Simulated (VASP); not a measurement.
# TiO2 (P1) in VASP: single point with r2SCAN

Aim: the single point of TiO2 with r2SCAN.

Everything below comes from runs of VASP 6.6.1. Logs are shortened: lines on timing, memory, paths and dates and some standing lists are left out, and cuts for length are marked.

## Step 1: The cell of the first run

The typed cell holds 6 atoms: a = 3.778 Å, b = 3.778 Å, c = 5.486 Å, α = 110.14°, β = 110.14°, γ = 90.00°.

## Step 2: Single point, r2SCAN (atom 5 moved 0.30 Å)

Contents of POSCAR:

```
TiO2
1.0
    2.6711600401     -2.6712510888     -0.0201684195
    2.6711600401      2.6712510888     -0.0201684195
   -2.6353413738      0.0000000000      4.8120473823
Ti O
2 4
Direct
    0.1133925096      0.8759230549      0.2424183320
    0.8634430170      0.1258725475      0.7424183320
    0.3206997053      0.0831461598      0.6569629820
    0.6561358213      0.9186494426      0.3278736820
    0.9756628251      0.6632290522      0.8733636898
    0.0706661219      0.3331797432      0.1569629820
```

Contents of INCAR.step1:

```
PREC = Accurate
ENCUT = 520
ISMEAR = 0
SIGMA = 0.05
LREAL = F
LASPH = T
NELM = 60
NBANDS = 33
GGA = PE
ALGO = Normal
EDIFF = 1E-4
LWAVE = T
LCHARG = F
```

Contents of INCAR.step2:

```
PREC = Accurate
ENCUT = 520
EDIFF = 1E-6
ISMEAR = 0
SIGMA = 0.05
LREAL = F
LASPH = T
NELM = 60
ALGO = Normal
ISIF = 2
LWAVE = F
LCHARG = T
METAGGA = R2SCAN
LMIXTAU = T
LELF = T
LVHAR = T
NBANDS = 33
ISTART = 1
```

Contents of KPOINTS:

```
regular mesh
0
Gamma
  6 6 6
```

Potentials or basis: VASP PAW PBE potentials, release 64 (Ti_sv, O).

The run is started by

```
$ cat potpaw_PBE.64/Ti_sv/POTCAR potpaw_PBE.64/O/POTCAR > POTCAR
$ cp INCAR.step1 INCAR
$ mpirun -np 1 vasp_std > vasp.out
$ cp INCAR.step2 INCAR
$ mpirun -np 1 vasp_std > vasp.out
```

OUTCAR:

```text
PREC = Accurate
   ENCUT = 520
   EDIFF = 1E-6
   ISMEAR = 0
   LREAL = F
   LASPH = T
   NELM = 60
   ISIF = 2
   METAGGA = R2SCAN
   ISTART = 1

 ion  position               nearest neighbor table
   1  0.113  0.876  0.242-   5 1.78   6 1.93   4 1.93   4 1.93   6 1.93   3 1.99
   2  0.863  0.126  0.742-   5 1.90   3 1.93   3 1.93   4 1.99   6 1.99   5 2.10
   3  0.321  0.083  0.657-   2 1.93   2 1.93   1 1.99
   4  0.656  0.919  0.328-   1 1.93   1 1.93   2 1.99
   5  0.976  0.663  0.873-   1 1.78   2 1.90   2 2.10
   6  0.071  0.333  0.157-   1 1.93   1 1.93   2 1.99

  Warning from LATTYP: Got some problem with cell dimensions!
  Tried to take original basis but could not verify dimensions!
  LATTYP: Found a base centered monoclinic cell.
 ALAT       =     5.3424723584
 B/A-ratio  =     1.0000055815
 C/A-ratio  =     1.0268783492
 COS(beta)  =    -0.4868465911

  Lattice vectors:

 A1 = (  -2.6711600401,   2.6712510888,   0.0201684195)
 A2 = (  -2.6711600401,  -2.6712510888,   0.0201684195)
 A3 = (   2.7069787064,   0.0000000000,   4.7717105433)

Analysis of symmetry for initial positions (statically):
=====================================================================
 Subroutine PRICEL returns:
 Original cell was already a primitive cell.

 Routine SETGRP: Setting up the symmetry group for a
 base centered monoclinic supercell.

 Subroutine GETGRP returns: Found  1 space group operations
 (whereof  1 operations were pure point group operations)
 out of a pool of  4 trial point group operations.

The static configuration has the point symmetry C_1 .

Analysis of symmetry for dynamics (positions and initial velocities):
=====================================================================
 Subroutine PRICEL returns:
 Original cell was already a primitive cell.

 Routine SETGRP: Setting up the symmetry group for a
 base centered monoclinic supercell.

 Subroutine GETGRP returns: Found  1 space group operations
 (whereof  1 operations were pure point group operations)
 out of a pool of  4 trial point group operations.

The dynamic configuration has the point symmetry C_1 .

 Subroutine INISYM returns: Found  1 space group operations
 (whereof  1 operations are pure point group operations),
 and found     1 'primitive' translations

----------------------------------------------------------------------------------------

                                     Primitive cell

  volume of cell :      68.3872

  direct lattice vectors                    reciprocal lattice vectors
     2.671160040 -2.671251089 -0.020168419     0.187961819 -0.187178211  0.102938213
     2.671160040  2.671251089 -0.020168419     0.187961819  0.187178211  0.102938213
    -2.635341374  0.000000000  4.812047382     0.001575584  0.000000000  0.208674629

  length of vectors
     3.777708976  3.777708976  5.486421800     0.284537526  0.284537526  0.208680577

  position of ions in fractional coordinates (direct lattice)
     0.113392510  0.875923055  0.242418332
     0.863443017  0.125872548  0.742418332
     0.320699705  0.083146160  0.656962982
     0.656135821  0.918649443  0.327873682
     0.975662825  0.663229052  0.873363690
     0.070666122  0.333179743  0.156962982

  ion indices of the primitive-cell ions
   primitive index   ion index
                 1           1
                 2           2
                 3           3
                 4           4
                 5           5
                 6           6

----------------------------------------------------------------------------------------

 KPOINTS: regular mesh

Automatic generation of k-mesh.
 Grid dimensions read from file:
 generate k-points for:    6    6    6

 Generating k-lattice:

  Cartesian coordinates                     Fractional coordinates (reciprocal lattice)
     0.031326970 -0.031196369  0.017156369     0.166666667 -0.000000000  0.000000000
     0.031326970  0.031196369  0.017156369    -0.000000000  0.166666667  0.000000000
     0.000262597  0.000000000  0.034779105     0.000000000  0.000000000  0.166666667

  Length of vectors
     0.047422921  0.047422921  0.034780096

  Shift w.r.t. Gamma in fractional coordinates (k-lattice)
     0.000000000  0.000000000  0.000000000

 Subroutine IBZKPT returns following result:
 ===========================================

 Found    112 irreducible k-points:

 Following reciprocal coordinates:
            Coordinates               Weight
  0.000000  0.000000  0.000000      1.000000
  0.166667  0.000000  0.000000      2.000000
 -0.000000 -0.166667  0.000000      2.000000
  0.333333  0.000000  0.000000      2.000000
 -0.000000 -0.333333  0.000000      2.000000
  0.500000  0.000000  0.000000      1.000000
[... 16 lines left out ...]
 -0.000000 -0.166667 -0.166667      2.000000
  0.333333  0.000000  0.166667      2.000000
 [... further k-points ...]
   k-points           NKPTS =    112   k-points in BZ     NKDIM =    112   number of bands    NBANDS=     33
   number of dos      NEDOS =    301   number of ions     NIONS =      6
   total plane-waves  NPLWV =  32928
   dimension x,y,z NGX =    28 NGY =   28 NGZ =   42
   dimension x,y,z NGXF=    56 NGYF=   56 NGZF=   84
   ions per type =               2   4
   NGX,Y,Z   is equivalent  to a cutoff of  12.32, 12.32, 12.73 a.u.
   NGXF,Y,Z  is equivalent  to a cutoff of  24.64, 24.64, 25.45 a.u.
 SYSTEM =  unknown system
   PREC   = accura    normal or accurate (medium, high low for compatibility)
   ISTART =      1    job   : 0-new  1-cont  2-samecut
   ICHARG =      0    charge: 1-file 2-atom 10-const
   ISPIN  =      1    spin polarized calculation?
   LNONCOLLINEAR =      F non collinear calculations
   LSORBIT =      F    spin-orbit coupling
   LASPH  =      T    aspherical Exc in radial PAW
   ENCUT  =  520.0 eV  38.22 Ry    6.18 a.u.   7.02  7.02 10.20*2*pi/ulx,y,z
   NELM   =     60;   NELMIN=  2; NELMDL=  0     # of ELM steps
   EDIFF  = 0.1E-05   stopping-criterion for ELM
   LREAL  =      F    real-space projection
   EDIFFG = 0.1E-04   stopping-criterion for IOM
   NSW    =      0    number of steps for IOM
   IBRION =     -1    ionic relax: 0-MD 1-quasi-New 2-CG
   NFREE  =      0    steps in history (QN), initial steepest desc. (CG)
   ISIF   =      2    stress and relaxation
   ISYM   =      2    0-nonsym 1-usesym 2-fastsym
   POTIM  = 0.5000    time-step for ionic-motion
   TEBEG  =    0.0;   TEEND  =   0.0 temperature during run
   PSTRESS=    0.0 pullay stress
   NELECT =      48.0000    total number of electrons
   NUPDOWN=      -1.0000    fix difference up-down
   EMIN   =  10.00;   EMAX   =-10.00  energy-range for DOS
   EFERMI =   0.00;   METHOD = LEGACY
   ISMEAR =     0;   SIGMA  =   0.05  broadening in eV -4-tet -1-fermi 0-gaus
   EFERMI_NEDOS =   21; number of points for ismear=-14 and -15
   IALGO  =     38    algorithm
   IMIX   =      4    mixing-type and parameters
     AMIX     =   0.40;   BMIX     =  1.00
     AMIX_MAG =   1.60;   BMIX_MAG =  1.00
  volume/ion in A,a.u.               =      11.40        76.92
  Fermi-wavevector in a.u.,A,eV,Ry     =   1.454890  2.749344 28.799531  2.116706
  Thomas-Fermi vector in A             =   2.571988
   LORBIT       =      0    0 simple, 1 ext, 2 COOP (PROOUT), +10 PAW based schemes
   METAGGA = R2SCAN    functional components
   LHFCALC =     F    Hartree Fock is set to
   AEXX    =    0.0000 exact exchange contribution
   IVDW    =     0    specifies the selected vdW correction
   LEPSILON=     F    determine dielectric tensor
   LRPA    =     F    only Hartree local field effects (RPA)
 non-spin polarized calculation
 Gauss-broadening in eV      SIGMA  =   0.05
  energy-cutoff  :      520.00
  volume of cell :       68.39
 maximum number of plane-waves:      1858
   NGX = 15   NGY = 15   NGZ = 21

 number of electron      47.9999998 magnetization

 Free energy of the ion-electron system (eV)
  ---------------------------------------------------
  ext. energy  EPLUGINS =         0.00000000
  ---------------------------------------------------
  free energy    TOTEN  =       -69.29275358 eV

  energy without entropy =      -69.29275358  energy(sigma->0) =      -69.29275358

 E-fermi :   3.4551     XC(G=0): -11.4119

 val. band max:        3.0701067630   @ k =  -0.0000  -0.0000   0.5000
 cond. band min:       5.6764289594   @ k =   0.0000   0.0000   0.0000
 fundamental gap:      2.6063221964
 Fermi energy:         3.4550914551

 k-point     1 :       0.0000    0.0000    0.0000
  band No.  band energies     occupation
      1     -55.6794      2.00000
      2     -55.1189      2.00000
      3     -30.9975      2.00000
      4     -30.8626      2.00000
      5     -30.8395      2.00000
      6     -30.4495      2.00000
[... 25 lines left out ...]
     32       8.7855      0.00000
     33       8.9671      0.00000

 k-point     2 :       0.1667    0.0000    0.0000
  band No.  band energies     occupation
      1     -55.6785      2.00000
      2     -55.1186      2.00000
      3     -30.9907      2.00000
      4     -30.8698      2.00000
      5     -30.8562      2.00000
      6     -30.4600      2.00000
[... 25 lines left out ...]
     32       9.2369      0.00000
     33       9.5385      0.00000

 k-point     3 :      -0.0000   -0.1667    0.0000
  band No.  band energies     occupation
      1     -55.6785      2.00000
      2     -55.1186      2.00000
      3     -30.9915      2.00000
      4     -30.8810      2.00000
      5     -30.8397      2.00000
      6     -30.4604      2.00000
[... 25 lines left out ...]
     32       8.9695      0.00000
     33       9.4868      0.00000

 k-point     4 :       0.3333    0.0000    0.0000
  band No.  band energies     occupation
      1     -55.6766      2.00000
      2     -55.1179      2.00000
      3     -30.9811      2.00000
      4     -30.9102      2.00000
      5     -30.8587      2.00000
      6     -30.4827      2.00000
[... 25 lines left out ...]
     32       9.7165      0.00000
     33       9.9672      0.00000

 k-point     5 :      -0.0000   -0.3333    0.0000
  band No.  band energies     occupation
      1     -55.6767      2.00000
      2     -55.1180      2.00000
      3     -30.9850      2.00000
      4     -30.9121      2.00000
      5     -30.8395      2.00000
      6     -30.4837      2.00000
[... 604 lines left out ...]
 k-point    22 :       0.1667    0.0000    0.1667
  band No.  band energies     occupation
      1     -55.6779      2.00000
      2     -55.1193      2.00000
      3     -30.9551      2.00000
      4     -30.8733      2.00000
      5     -30.8568      2.00000
      6     -30.4972      2.00000
[... 25 lines left out ...]
     32       9.3196      0.00000
     33       9.5447      0.00000

 k-point    23 :      -0.0000   -0.1667   -0.1667
  band No.  band energies     occupation
      1     -55.6779      2.00000
      2     -55.1193      2.00000
      3     -30.9513      2.00000
      4     -30.8878      2.00000
      5     -30.8412      2.00000
      6     -30.4983      2.00000
[... 25 lines left out ...]
     32       9.0077      0.00000
     33       9.5150      0.00000

 k-point    24 :       0.3333    0.0000    0.1667
  band No.  band energies     occupation
      1     -55.6762      2.00000
      2     -55.1184      2.00000
      3     -30.9568      2.00000
      4     -30.9124      2.00000
      5     -30.8590      2.00000
      6     -30.5086      2.00000
[... 25 lines left out ...]
     32       9.7542      0.00000
     33       9.8809      0.00000

 [... further k-points ...]
[... 5 lines left out ...]
  --------------------------------------------------------------------------------------
  -------------------------------------------------------------------------------------
  Total        1.2401342      1.0153846      6.7818560      0.4628378      0.0522300     -1.1456296
  in kB       29.0538915     23.7884514    158.8854683     10.8433740      1.2236465    -26.8398344
  external PRESSURE =      70.5759371 kB  Pullay stress =       0.0000000 kB

 VOLUME and BASIS-vectors are now :
 -----------------------------------------------------------------------------
  energy-cutoff  :      520.00
  volume of cell :       68.39
      direct lattice vectors                 reciprocal lattice vectors
     2.671160040 -2.671251089 -0.020168419     0.187961819 -0.187178211  0.102938213
     2.671160040  2.671251089 -0.020168419     0.187961819  0.187178211  0.102938213
    -2.635341374  0.000000000  4.812047382     0.001575584  0.000000000  0.208674629

 POSITION                                       TOTAL-FORCE (eV/Angst)
 -----------------------------------------------------------------------------------
      2.00377      2.03691      1.14658         0.004743      0.241650      1.827508
      0.68609     -1.97024      3.55260        -0.115309     -0.393205      0.608571
     -0.65258     -0.63457      3.15319         0.158978     -0.570342      0.858829
      3.34244      0.70124      1.54598         0.092419     -0.121163      0.629590
      2.07613     -0.83459      4.16961         0.881529      1.399515     -4.504080
      0.66509      0.70124      0.74717        -1.022360     -0.556455      0.579582
 -----------------------------------------------------------------------------------
    total drift:                                0.001597      0.004137     -0.015295

  FREE ENERGIE OF THE ION-ELECTRON SYSTEM (eV)
  ---------------------------------------------------
  free  energy   TOTEN  =       -69.2927535789 eV

  energy  without entropy=      -69.2927535789  energy(sigma->0) =      -69.29275358
```

Run time: 6.1 min. Hardware: 1 thread of Intel Xeon 6975P-C (Granite Rapids), shared host; peak memory 0.32 GiB.

Results:

```
Free energy            : -69.2928 eV
Pressure               : 7.1 GPa
Largest force          : 4.798 eV/Å
Band gap on the k mesh : 2.61 eV (least direct gap 2.79 eV)
```

Forces on the atoms (eV/Å):
```
Ti   0.005  0.242  1.828
Ti  -0.115 -0.393  0.609
O    0.159 -0.570  0.859
O    0.092 -0.121  0.630
O    0.882  1.400 -4.504
O   -1.022 -0.556  0.580
```

Stress tensor (GPa, compression positive):
```
 2.91  1.08 -2.68
 1.08  2.38  0.12
-2.68  0.12 15.89
```

Levels at points of the mesh, in eV from the valence-band top:
| k point | band 22 | band 23 | band 24 | band 25 | band 26 | band 27 |
| --- | --- | --- | --- | --- | --- | --- |
| (0.00, 0.00, 0.00) | -0.59 | -0.39 | -0.38 | 2.61 | 3.41 | 4.33 |
| (0.50, 0.00, 0.00) | -0.91 | -0.70 | -0.39 | 3.79 | 3.95 | 4.10 |
| (0.00, 0.50, 0.00) | -0.98 | -0.86 | -0.79 | 3.32 | 3.56 | 3.87 |
| (0.50, 0.50, 0.00) | -1.64 | -0.41 | -0.04 | 3.35 | 3.92 | 4.02 |
| (0.00, 0.00, 0.50) | -1.05 | -0.14 | 0.00 | 2.79 | 3.20 | 4.21 |
| (0.50, 0.00, 0.50) | -1.03 | -0.74 | -0.40 | 3.59 | 3.95 | 4.43 |
| (0.00, 0.50, 0.50) | -0.99 | -0.86 | -0.57 | 3.30 | 3.51 | 3.94 |
| (0.50, 0.50, 0.50) | -1.83 | -0.41 | -0.03 | 3.32 | 3.84 | 4.12 |

Caveat: the cell differs from its parent crystal (atom 5 moved 0.30 Å); the cell stands under pressure; the PAW data sets were made with another functional, which shifts forces and pressure a little. A k mesh can miss the band edges.
